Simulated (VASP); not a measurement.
Write the native input for VASP 6.6.1 that does the following.

| Property | Result |
| --- | --- |
| Task | single point |
| Functional | PBE |
| Potentials or basis | VASP PAW PBE potentials, release 64 (Zn, P, Si) |
| Cutoff | 500 eV |
| k mesh | 6 × 6 × 6 |
| Occupations | fermi-dirac, width 0.02 eV |
| Spin | no spin polarisation |
| Dipole correction | no |
| Further INCAR settings | ALGO = Normal; EDIFF = 1e-06; NBANDS = 36 |

The structure of ZnSiP2 lies in POSCAR:

```
ZnSiP2
1.0
   -2.6884956339      2.6884956339      5.2338435169
    2.6884956339     -2.6884956339      5.2338435169
    2.6884956339      2.6884956339     -5.2338435169
Zn P Si
2 4 2
Direct
    0.0000000000      0.0000000000      0.0000000000
    0.7500000000      0.2500000000      0.5000000000
    0.3750000000      0.3918255494      0.5168255494
    0.1418255494      0.6250000000      0.0168255494
    0.8750000000      0.8581744506      0.4831744506
    0.6081744506      0.1250000000     -0.0168255494
    0.5000000000      0.5000000000      0.0000000000
    0.2500000000      0.7500000000      0.5000000000
```

One way to write it, as run:

INCAR

```
SYSTEM = ZnSiP2
ALGO     = Normal         ! electronic algorithm
EDIFF    = 1E-6           ! SCF threshold, eV
ENCUT    = 500            ! plane-wave cutoff, eV
GGA      = PE             ! functional
GGA_COMPAT= .FALSE.      
ISIF     = 2              ! what is computed and relaxed
ISMEAR   = -1             ! smearing method
LASPH    = .TRUE.         ! aspherical terms in the spheres
LCHARG   = .FALSE.        ! write CHGCAR
LREAL    = .FALSE.        ! projectors in reciprocal space
LWAVE    = .FALSE.        ! write WAVECAR
NBANDS   = 36             ! bands
NELM     = 120            ! most SCF steps
PREC     = Accurate       ! precision mode
SIGMA    = 0.02           ! smearing width, eV
```

KPOINTS

```
k-points
0
G
  6 6 6
  0 0 0
```

Potentials or basis: VASP PAW PBE potentials, release 64 (Zn, P, Si).

Command:

```sh
$ cat potpaw_PBE.64/Zn/POTCAR potpaw_PBE.64/P/POTCAR potpaw_PBE.64/Si/POTCAR > POTCAR
$ mpirun -np 1 vasp_std > vasp.out
```

It gave:

```json
{"Pressure": "2.0 GPa", "Largest force": "0.014 eV/Å", "Band gap on the k mesh": "1.32 eV"}
```

It took 100 s on 1 thread of Intel(R) Xeon(R) 6975P-C (Granite Rapids), on a shared host, peak memory 0.39 GiB.
